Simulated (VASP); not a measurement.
C:

```xyz
4
Lattice="2.4361 0.0000 0.0000 -1.2180 2.1097 0.0000 0.0000 0.0000 4.0945" Properties=species:S:1:pos:R:3 pbc="T T T"
C     0.0000    1.4065    0.0006
C     1.2180    0.7032    2.0479
C     0.0000    1.4065    1.5307
C     1.2180    0.7032    3.5780
```

This cell differs from its parent crystal: strained cell.

Base run:

```yaml
Program: VASP 6.6.1
Functional: LDA
Potentials_or_basis: VASP PAW LDA potentials, release 64 (C_h)
Cutoff: 910 eV
k_mesh: 9 × 9 × 6
Occupations: gaussian, width 0.02 eV
Spin: no spin polarisation
```

Its results: band gap on the k mesh 2.77 eV, indirect (least direct gap 5.13 eV); pressure 25.5 GPa.

Problem. The run is repeated on the same cell with these changes: potentials or basis from VASP PAW LDA potentials, release 64 (C_h) to VASP PAW LDA potentials, release 64 (C); cutoff from 910 eV to 520 eV; further incar settings from ALGO = Normal; EDIFF = 1e-06; NBANDS = 16 to ALGO = Normal; EDIFF = 1e-07; NBANDS = 16. What comes out?

Solution. Band gap on the k mesh 2.77 eV, indirect (least direct gap 5.13 eV); pressure 26.6 GPa.

Caveats: the cutoff is under 1.25 times the usual one of these potentials, so pressure, stress and relaxed cells hold a basis-set (Pulay) error (some runs).

A k mesh can miss the band edges.
